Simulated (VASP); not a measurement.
The system is AgCl.

```
Ag Cl
1.0
    -0.03605    2.73713    2.73713
     2.73713   -0.03605    2.73713
     2.73713    2.73713   -0.03605
Ag Cl
1 1
Direct
  0.00000 0.00000 0.00000
  0.50000 0.50000 0.50000
```

This cell differs from its parent crystal: strain along [111] -1.9%.

Base run:

```yaml
Program: VASP 6.6.1
Functional: PBE
Potentials_or_basis: VASP PAW PBE potentials, release 64 (Ag, Cl)
Cutoff: 520 eV
k_mesh: 8 × 8 × 8
Occupations: fermi-dirac, width 0.02 eV
Spin: no spin polarisation
```

Its results: band gap on the k mesh 0.89 eV (least direct gap 3.23 eV); pressure 2.5 GPa.

Problem. The run is repeated on the same cell with these changes: functional from PBE to r2SCAN; occupations from fermi-dirac, width 0.02 eV to gaussian, width 0.01 eV. What comes out?

Solution. Band gap on the k mesh 1.41 eV (least direct gap 3.75 eV); pressure 0.9 GPa.

Caveats: the PAW data sets were made with another functional, which shifts forces and pressure a little (at least some runs).

A k mesh can miss the band edges.
